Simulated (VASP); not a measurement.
# TaV (Cmmm) in VASP: a series of runs

TaV is run at these levels: LDA; tasks: single point, relaxation of cell and atoms.

Everything below comes from runs of VASP 6.6.1. Logs are shortened: lines on timing, memory, paths and dates and some standing lists are left out, and cuts for length are marked.

### 1 The cell of the first run

Symmetry: Cmmm, No. 65, orthorhombic system. Conventional cell: a = 3.213 Å, b = 4.616 Å, c = 4.341 Å, α = 90.00°, β = 90.00°, γ = 90.00°. Ta (site symmetry mmm) has 8 V at 2.70 to 3.17 Å and 6 Ta at 2.81 to 3.21 Å within 3.6 Å. V (site symmetry mmm) has 8 Ta at 2.70 to 3.17 Å and 6 V at 2.81 to 3.21 Å within 3.6 Å.

### 2 Single point, LDA, non-collinear spin, typed start, spin-orbit coupling

Input file INCAR:

```
SYSTEM = TaV
PREC = Accurate
ENCUT = 520
EDIFF = 1E-6
ISMEAR = -1
SIGMA = 0.05
LREAL = .False.
LASPH = .True.
NELM = 150
ALGO = Normal
ISIF = 2
LWAVE = .False.
LCHARG = .False.
LNONCOLLINEAR = .True.
MAGMOM = 0 0 0 0 0 2
LORBIT = 11
LSORBIT = .True.
GGA_COMPAT = .False.
LORBMOM = .True.
LMAXMIX = 4
NBANDS = 36
```

Input file KPOINTS:

```
Automatic mesh
0
Gamma
  7 7 5
  0 0 0
```

Input file POSCAR:

```
TaV
1.0
    1.6067000000     -2.3077750000      0.0000000000
    1.6067000000      2.3077750000      0.0000000000
    0.0000000000      0.0000000000      4.3413610000
Ta V
1 1
Direct
    0.0000000000      0.0000000000      0.0000000000
    0.5000000000      0.5000000000      0.5000000000
```

Potentials or basis: VASP PAW LDA potentials, release 64 (Ta_pv, V_sv).

Run with:

```bash
$ cat potpaw_LDA.64/Ta_pv/POTCAR potpaw_LDA.64/V_sv/POTCAR > POTCAR
$ mpirun -np 1 vasp_ncl > vasp.out
```

OUTCAR:

```text
SYSTEM = TaV
   PREC = Accurate
   ENCUT = 520
   EDIFF = 1E-6
   ISMEAR = -1
   LREAL = .False.
   LASPH = .True.
   NELM = 150
   ISIF = 2
   LNONCOLLINEAR = .True.
   LORBIT = 11
   LSORBIT = .True.

 ion  position               nearest neighbor table
   1  0.000  0.000  0.000-   2 2.70   2 2.70   2 2.70   2 2.70   2 3.17   2 3.17   2 3.17   2 3.17

   2  0.500  0.500  0.500-   1 2.70   1 2.70   1 2.70   1 2.70   1 3.17   1 3.17   1 3.17   1 3.17

  LATTYP: Found a base centered orthorhombic cell.
 ALAT       =     3.2134000000
 B/A-ratio  =     1.4363446816
 C/A-ratio  =     1.3510179249

  Lattice vectors:

 A1 = (   1.6067000000,  -2.3077750000,   0.0000000000)
 A2 = (   1.6067000000,   2.3077750000,   0.0000000000)
 A3 = (   0.0000000000,   0.0000000000,   4.3413610000)

Analysis of symmetry for initial positions (statically):
=====================================================================
 Subroutine PRICEL returns:
 Original cell was already a primitive cell.

 Routine SETGRP: Setting up the symmetry group for a
 base centered orthorhombic supercell.

 Subroutine GETGRP returns: Found  8 space group operations
 (whereof  8 operations were pure point group operations)
 out of a pool of  8 trial point group operations.

The static configuration has the point symmetry D_2h.

Analysis of symmetry for dynamics (positions and initial velocities):
=====================================================================
 Subroutine PRICEL returns:
 Original cell was already a primitive cell.

 Routine SETGRP: Setting up the symmetry group for a
 base centered orthorhombic supercell.

 Subroutine GETGRP returns: Found  8 space group operations
 (whereof  8 operations were pure point group operations)
 out of a pool of  8 trial point group operations.

The dynamic configuration has the point symmetry D_2h.

Analysis of structural, dynamic, and magnetic symmetry:
=====================================================================
 Subroutine PRICEL returns:
 Original cell was already a primitive cell.

 Routine SETGRP: Setting up the symmetry group for a
 base centered orthorhombic supercell.

 Subroutine GETGRP returns: Found  4 space group operations
 (whereof  4 operations were pure point group operations)
 out of a pool of  8 trial point group operations.

The overall configuration has the point symmetry C_2h.

 Subroutine INISYM returns: Found  4 space group operations
 (whereof  4 operations are pure point group operations),
 and found     1 'primitive' translations

----------------------------------------------------------------------------------------

                                     Primitive cell

  volume of cell :      32.1947

  direct lattice vectors                    reciprocal lattice vectors
     1.606700000 -2.307775000  0.000000000     0.311196863 -0.216658903  0.000000000
     1.606700000  2.307775000  0.000000000     0.311196863  0.216658903  0.000000000
     0.000000000  0.000000000  4.341361000     0.000000000  0.000000000  0.230342512

  length of vectors
     2.811994015  2.811994015  4.341361000     0.379189356  0.379189356  0.230342512

  position of ions in fractional coordinates (direct lattice)
     0.000000000  0.000000000  0.000000000
     0.500000000  0.500000000  0.500000000

  ion indices of the primitive-cell ions
   primitive index   ion index
                 1           1
                 2           2

----------------------------------------------------------------------------------------

 KPOINTS: Automatic mesh

Automatic generation of k-mesh.
 Grid dimensions read from file:
 generate k-points for:    7    7    5

 Generating k-lattice:

  Cartesian coordinates                     Fractional coordinates (reciprocal lattice)
     0.044456695 -0.030951272  0.000000000     0.142857143  0.000000000  0.000000000
     0.044456695  0.030951272  0.000000000     0.000000000  0.142857143  0.000000000
[... 100 lines left out ...]

 Free energy of the ion-electron system (eV)
  ---------------------------------------------------
  ext. energy  EPLUGINS =         0.00000000
  ---------------------------------------------------
  free energy    TOTEN  =       -23.28692102 eV

  energy without entropy =      -23.25377212  energy(sigma->0) =      -23.27034657

 E-fermi :   6.8937     XC(G=0): -12.8482

 val. band max:        6.8700985583   @ k =   0.1429  -0.2857  -0.4000
 cond. band min:       6.8940601605   @ k =   0.0000   0.0000   0.4000
 fundamental gap:      0.0239616022
 Fermi energy:         6.8936570536

 k-point     1 :       0.0000    0.0000    0.0000
  band No.  band energies     occupation
      1     -56.0469      1.00000
      2     -56.0455      1.00000
      3     -31.5919      1.00000
      4     -31.5919      1.00000
      5     -30.7093      1.00000
      6     -30.7091      1.00000
[... 925 lines left out ...]
     35      13.7876      0.00000
     36      13.7879      0.00000

 [... further k-points ...]

------------------------ aborting loop because EDIFF is reached ----------------------------------------

  FORCE on cell =-STRESS in cart. coord.  units (eV):
  Direction    XX          YY          ZZ          XY          YZ          ZX
  --------------------------------------------------------------------------------------
  -------------------------------------------------------------------------------------
  Total       -2.5798792     -2.3657749     -2.4903222     -0.0000041      0.0000000      0.0000000
  in kB     -128.3884030   -117.7334420   -123.9315751     -0.0002026      0.0000000      0.0000000
  external PRESSURE =    -123.3511400 kB  Pullay stress =       0.0000000 kB

 VOLUME and BASIS-vectors are now :
 -----------------------------------------------------------------------------
  energy-cutoff  :      520.00
  volume of cell :       32.19
      direct lattice vectors                 reciprocal lattice vectors
     1.606700000 -2.307775000  0.000000000     0.311196863 -0.216658903  0.000000000
     1.606700000  2.307775000  0.000000000     0.311196863  0.216658903  0.000000000
     0.000000000  0.000000000  4.341361000     0.000000000  0.000000000  0.230342512

 POSITION                                       TOTAL-FORCE (eV/Angst)
 -----------------------------------------------------------------------------------
      0.00000      0.00000      0.00000        -0.000000      0.000000      0.000000
      1.60670      0.00000      2.17068         0.000000      0.000000      0.000000
 -----------------------------------------------------------------------------------
    total drift:                               -0.000000     -0.000000     -0.000000

  FREE ENERGIE OF THE ION-ELECTRON SYSTEM (eV)
  ---------------------------------------------------
  free  energy   TOTEN  =       -23.2869210202 eV

  energy  without entropy=      -23.2537721212  energy(sigma->0) =      -23.27034657

 orbital moment (x)

 # of ion     p       d       tot
 ----------------------------------------
  1         0.000   0.000   0.000
  2         0.000   0.000   0.000
 ----------------------------------------
            0.000   0.000   0.000

 orbital moment (y)

 # of ion     p       d       tot
 ----------------------------------------
  1         0.000   0.000   0.000
  2         0.000   0.000   0.000
 ----------------------------------------
            0.000   0.000   0.000

 orbital moment (z)

 # of ion     p       d       tot
 ----------------------------------------
  1        -0.000   0.000   0.000
  2        -0.000  -0.000  -0.000
 ----------------------------------------
           -0.000  -0.000  -0.000

 Spin-Orbit-Coupling matrix elements

 Ion:    1  E_soc:     -1.4712683
 l=   1
     0.0000000    -0.2251377    -0.2208271
    -0.2251377     0.0000000    -0.2297041
    -0.2208271    -0.2297041     0.0000000
 l=   2
     0.0000000    -0.0037768     0.0000000    -0.0051427    -0.0178705
    -0.0037768     0.0000000    -0.0108524    -0.0036796    -0.0034574
     0.0000000    -0.0108524     0.0000000    -0.0122198     0.0000000
    -0.0051427    -0.0036796    -0.0122198     0.0000000    -0.0029660
    -0.0178705    -0.0034574     0.0000000    -0.0029660     0.0000000
 l=   3
     0.0000000     0.0000000     0.0000000     0.0000000     0.0000000     0.0000000     0.0000000
     0.0000000     0.0000000     0.0000000     0.0000000     0.0000000     0.0000000     0.0000000
     0.0000000     0.0000000     0.0000000     0.0000000     0.0000000     0.0000000     0.0000000
     0.0000000     0.0000000     0.0000000     0.0000000     0.0000000     0.0000000     0.0000000
     0.0000000     0.0000000     0.0000000     0.0000000     0.0000000     0.0000000     0.0000000
     0.0000000     0.0000000     0.0000000     0.0000000     0.0000000     0.0000000     0.0000000
     0.0000000     0.0000000     0.0000000     0.0000000     0.0000000     0.0000000     0.0000000

 Ion:    2  E_soc:     -0.0172790
 l=   1
     0.0000000    -0.0024407    -0.0025931
    -0.0024407     0.0000000    -0.0021836
    -0.0025931    -0.0021836     0.0000000
 l=   2
     0.0000000    -0.0001213     0.0000000    -0.0001243    -0.0001746
    -0.0001213     0.0000000    -0.0002144    -0.0001136    -0.0001742
     0.0000000    -0.0002144     0.0000000    -0.0004244     0.0000000
    -0.0001243    -0.0001136    -0.0004244     0.0000000    -0.0000753
    -0.0001746    -0.0001742     0.0000000    -0.0000753     0.0000000
 l=   3
     0.0000000     0.0000000     0.0000000     0.0000000     0.0000000     0.0000000     0.0000000
     0.0000000     0.0000000     0.0000000     0.0000000     0.0000000     0.0000000     0.0000000
     0.0000000     0.0000000     0.0000000     0.0000000     0.0000000     0.0000000     0.0000000
     0.0000000     0.0000000     0.0000000     0.0000000     0.0000000     0.0000000     0.0000000
     0.0000000     0.0000000     0.0000000     0.0000000     0.0000000     0.0000000     0.0000000
     0.0000000     0.0000000     0.0000000     0.0000000     0.0000000     0.0000000     0.0000000
     0.0000000     0.0000000     0.0000000     0.0000000     0.0000000     0.0000000     0.0000000

 total charge

# of ion       s       p       d       tot
------------------------------------------
    1        0.391   6.155   2.486   9.032
    2        2.311   6.192   3.058  11.561
--------------------------------------------------
tot          2.702  12.348   5.544  20.594

 magnetization (x)

# of ion       s       p       d       tot
------------------------------------------
    1        0.000   0.000   0.000   0.000
    2        0.000   0.000   0.000   0.000
--------------------------------------------------
tot          0.000   0.000   0.000   0.000

 magnetization (y)

# of ion       s       p       d       tot
------------------------------------------
    1        0.000   0.000   0.000   0.000
    2        0.000   0.000   0.000   0.000
--------------------------------------------------
tot          0.000   0.000   0.000   0.000

 magnetization (z)

# of ion       s       p       d       tot
------------------------------------------
    1       -0.000   0.000  -0.000   0.000
    2        0.000   0.000   0.001   0.001
--------------------------------------------------
tot          0.000   0.000   0.001   0.001
```

It took 2.5 min on 1 thread of Intel Xeon Platinum 8375C at 2.90GHz (Ice Lake), shared host; peak memory 0.28 GiB.

Results:

```yaml
Free_energy: -23.2869 eV
Pressure: -12.3 GPa
Net_moment: 0.00 μB per cell
Valence_electrons_inside_the_program's_atomic_spheres: Ta 9.03; V 11.56
```

Moments on the atoms (μB; x, y, z):
```
Ta  0.00 0.00 0.00
V   0.00 0.00 0.00
```

Caveat: the cell stands under tension.

### 3 Relaxation of cell and atoms, LDA, collinear spin, ferromagnetic start, target pressure 5 GPa, at which the enthalpy is minimised

Input file INCAR:

```
PREC = Accurate
ENCUT = 600
EDIFF = 1E-7
ISMEAR = -1
SIGMA = 0.05
LREAL = False
LASPH = True
NELM = 150
ALGO = Normal
ISIF = 3
LWAVE = False
LCHARG = False
ISPIN = 2
MAGMOM = 0 2
LORBIT = 11
LMAXMIX = 4
GGA = CA
IBRION = 2
NSW = 80
EDIFFG = -0.005
PSTRESS = 50.0
```

Input file KPOINTS:

```
Automatic mesh
0
Gamma
  7 7 5
```

POSCAR is that of step 2.

Potentials or basis: VASP PAW LDA potentials, release 64 (Ta_pv, V_sv).

Run with:

```bash
$ cat potpaw_LDA.64/Ta_pv/POTCAR potpaw_LDA.64/V_sv/POTCAR > POTCAR
$ mpirun -np 1 vasp_std > vasp.out
```

OUTCAR:

```text
PREC = Accurate
   ENCUT = 600
   EDIFF = 1E-7
   ISMEAR = -1
   LREAL = False
   LASPH = True
   NELM = 150
   ISIF = 3
   ISPIN = 2
   LORBIT = 11
   GGA = CA
   IBRION = 2
   NSW = 80
   EDIFFG = -0.005
   PSTRESS = 50.0

 ion  position               nearest neighbor table
   1  0.000  0.000  0.000-   2 2.70   2 2.70   2 2.70   2 2.70   2 3.17   2 3.17   2 3.17   2 3.17

   2  0.500  0.500  0.500-   1 2.70   1 2.70   1 2.70   1 2.70   1 3.17   1 3.17   1 3.17   1 3.17

  LATTYP: Found a base centered orthorhombic cell.
 ALAT       =     3.2134000000
 B/A-ratio  =     1.4363446816
 C/A-ratio  =     1.3510179249

  Lattice vectors:

 A1 = (   1.6067000000,  -2.3077750000,   0.0000000000)
 A2 = (   1.6067000000,   2.3077750000,   0.0000000000)
 A3 = (   0.0000000000,   0.0000000000,   4.3413610000)

Analysis of symmetry for initial positions (statically):
[... 517 lines left out ...]
  energy without entropy =      -22.57989834  energy(sigma->0) =      -22.59297575

 E-fermi :   7.8048     XC(G=0): -13.3199

 val. band max:        7.8005626359   @ k =   0.0000   0.0000   0.4000
 cond. band min:       7.8215680559   @ k =   0.0000   0.0000   0.0000
 fundamental gap:      0.0210054200
 Fermi energy:         7.8048348750

 spin component 1

 k-point     1 :       0.0000    0.0000    0.0000
  band No.  band energies     occupation
      1     -54.9724      1.00000
      2     -29.3819      1.00000
      3     -29.0792      1.00000
      4     -28.9782      1.00000
      5     -25.3119      1.00000
      6     -24.7958      1.00000
[... 459 lines left out ...]
      6     -25.2328      1.00000
[... 9 lines left out ...]
     16      11.5628      0.00000
     17      12.5467      0.00000

 [... further k-points ...]

 spin component 2

 k-point     1 :       0.0000    0.0000    0.0000
  band No.  band energies     occupation
      1     -54.9724      1.00000
      2     -29.3819      1.00000
      3     -29.0792      1.00000
      4     -28.9782      1.00000
      5     -25.3119      1.00000
      6     -24.7958      1.00000
[... 504 lines left out ...]
  energy  without entropy=      -22.5798983356  energy(sigma->0) =      -22.59297575

  enthalpy is  TOTEN    =       -21.6870641209 eV   P V=        0.9189890468

 reached required accuracy - stopping structural energy minimisation

 total charge

# of ion       s       p       d       tot
------------------------------------------
    1        0.415   6.176   2.613   9.204
    2        2.335   6.220   3.162  11.717
--------------------------------------------------
tot          2.750  12.396   5.774  20.921

 magnetization (x)

# of ion       s       p       d       tot
------------------------------------------
    1        0.000   0.000   0.000   0.000
    2       -0.000   0.000  -0.000  -0.000
--------------------------------------------------
tot          0.000   0.000   0.000   0.000
```

OSZICAR:

```text
N       E                     dE             d eps       ncg     rms          rms(c)
DAV:   1     0.256824292685E+03    0.25682E+03   -0.15856E+04  3264   0.170E+03
DAV:   2    -0.161864211798E+02   -0.27301E+03   -0.27044E+03  3352   0.478E+02
[... 97 lines left out ...]
       N       E                     dE             d eps       ncg     rms          rms(c)
DAV:   1    -0.226060607232E+02   -0.79085E-04   -0.24011E-04  3264   0.196E-01    0.217E-02
DAV:   2    -0.226060557066E+02    0.50166E-05   -0.30472E-05  3741   0.506E-02    0.110E-02
DAV:   3    -0.226060550028E+02    0.70386E-06   -0.39620E-05  4233   0.343E-02    0.120E-02
DAV:   4    -0.226060531811E+02    0.18217E-05   -0.11588E-05  4096   0.235E-02    0.214E-03
DAV:   5    -0.226060531677E+02    0.13370E-07   -0.12411E-07  1921   0.419E-03
   9 F= -.21687064E+02 E0= -.21673987E+02  d E =-.979257E-04  mag=     0.0000
```

It took 2.7 min on 1 thread of Intel Xeon Platinum 8559C (Emerald Rapids), shared host; peak memory 0.2 GiB.

Results:

```
Free energy                                                : -22.6061 eV
Relaxed volume                                             : 14.72 Å³/atom
Relaxed cell                                               : a = 2.735 Å, b = 2.735 Å, c = 4.208 Å, α = 90.00°, β = 90.00°, γ = 110.65°
Space group after relaxing (to 0.1 Å)                      : Cmmm (No. 65)
Energy change on relaxing (the run minimises the enthalpy) : -35.8 meV/atom
Ionic steps                                                : 9
Pressure after relaxing                                    : 5.0 GPa
Band gap on the k mesh                                     : zero (filled and empty bands overlap)
Net moment                                                 : 0.00 μB per cell
Valence electrons inside the program's atomic spheres      : Ta 9.20; V 11.72
```

The path:
| step | energy change (eV) | largest force (eV/Å) | pressure (GPa) | volume (Å³) |
| --- | --- | --- | --- | --- |
| 1 | 0.0000 | 0.0000 | -12.04 | 32.19 |
| 2 | 0.7297 | 0.0000 | 57.50 | 24.86 |
| 3 | -0.0754 | 0.0000 | 3.91 | 29.59 |
| 4 | -0.0721 | 0.0000 | 4.83 | 29.47 |
| 5 | -0.0704 | 0.0000 | 5.25 | 29.42 |
| 6 | -0.0732 | 0.0000 | 4.58 | 29.50 |
| 7 | -0.0726 | 0.0000 | 4.74 | 29.48 |
| 8 | -0.0715 | 0.0000 | 5.03 | 29.45 |
| 9 | -0.0716 | 0.0000 | 5.01 | 29.45 |

Final structure:
```
Ta V
1.0
     1.55580   -2.24882    0.00000
     1.55580    2.24882    0.00000
     0.00000    0.00000    4.20834
Ta V
1 1
Direct
  0.00000 0.00000 0.00000
  0.50000 0.50000 0.50000
```

Caveat: the cell is relaxed towards a set pressure, so the run minimises the enthalpy, not the energy; spin-orbit coupling is left out, which moves the levels of the heavy elements.
